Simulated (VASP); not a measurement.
Write the native input for VASP 6.6.1 that does the following.

| Item | Value |
| --- | --- |
| Task | single point |
| Functional | LDA |
| Potentials or basis | VASP PAW LDA potentials, release 64 (Hf_pv) |
| Cutoff | 520 eV |
| k mesh | 13 × 13 × 13 |
| Occupations | fermi-dirac, width 0.1 eV |
| Spin | no spin polarisation |
| Dipole correction | no |
| Further INCAR settings | ALGO = Normal; EDIFF = 1e-06; NBANDS = 11 |

The structure of Hf lies in POSCAR:

```
Hf
1.0
    2.7858000042      0.0000000000      0.0000000000
    0.0000000000      2.7858000042      0.0000000000
    0.0000000000      0.0000000000      2.7858000042
Hf
1
Direct
    0.0000000000      0.0000000000      0.0000000000
```

This cell differs from its parent crystal: volume scaled by 0.96.

These files were run (other wordings do the same):

INCAR

```
SYSTEM = Hf
ALGO = Normal ; EDIFF = 1E-6
ENCUT = 520 ; ISIF = 2
ISMEAR = -1 ; LASPH = .True.
LCHARG = .False. ; LREAL = .False.
LWAVE = .False. ; NBANDS = 11
NELM = 100 ; PREC = Accurate
SIGMA = 0.1
```

KPOINTS

```
k-points
0
Gamma
  13 13 13
  0 0 0
```

Potentials or basis: VASP PAW LDA potentials, release 64 (Hf_pv).

The run is started by

```sh
$ cat potpaw_LDA.64/Hf_pv/POTCAR > POTCAR
$ mpirun -np 1 vasp_std > vasp.out
```

It gave:

| Quantity | Value |
| --- | --- |
| Pressure | 4.2 GPa |
| Band gap on the k mesh | zero (band 5 reaches 5.46 eV, above the bottom of band 6 at 2.78 eV) |

Caveat: spin-orbit coupling is left out, which moves the levels of the heavy elements.

Wall time 7.9 s on 1 thread of Intel(R) Xeon(R) Platinum 8488C (Sapphire Rapids), on a shared host, peak memory 0.14 GiB.
